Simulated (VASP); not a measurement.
Here is a VASP 6.6.1 calculation.

The input INCAR:

```
ALGO = Normal ; EDIFF = 1E-6
EDIFFG = -0.005 ; ENCUT = 600
GGA = PE ; IBRION = 2
ISIF = 3 ; ISMEAR = 0
IVDW = 12 ; LASPH = T
LCHARG = F ; LREAL = F
LWAVE = F ; NELM = 80
NSW = 100 ; PREC = Accurate
SIGMA = 0.02
```

The input KPOINTS:

```
k-points
0
Gamma
  12 12 2
```

The input POSCAR:

```
MoSe2
1.0
    3.2777723957      0.0000000000      0.0000000000
   -1.6388861979      2.8386341625      0.0000000000
    0.0000000000      0.0000000000     12.7108750094
Mo Se
2 4
Direct
    0.3333333333      0.6666666667      0.2500000000
    0.6666666667      0.3333333333      0.7500000000
    0.3333333333      0.6666666667      0.6183049646
    0.6666666667      0.3333333333      0.1183049646
    0.3333333333      0.6666666667      0.8816950354
    0.6666666667      0.3333333333      0.3816950354
```

Potentials or basis: VASP PAW PBE potentials, release 64 (Mo_sv, Se).

Command:

```bash
$ cat potpaw_PBE.64/Mo_sv/POTCAR potpaw_PBE.64/Se/POTCAR > POTCAR
$ mpirun -np 1 vasp_std > vasp.out
```

Question: Estimate the space group after relaxing (to 0.05 Å).

Answer: P6_3/mmc (No. 194).

Question: Estimate the dispersion energy per atom.

Answer: -0.479 eV.

Question: Predict the relaxed volume.

Answer: 19.74 Å³/atom.

Forces in eV/Å, atoms in the order of the input:
```
Mo   0.000  0.000  0.000
Mo   0.000  0.000  0.000
Se   0.000  0.000  0.005
Se   0.000  0.000  0.005
Se   0.000  0.000 -0.005
Se   0.000  0.000 -0.005
```
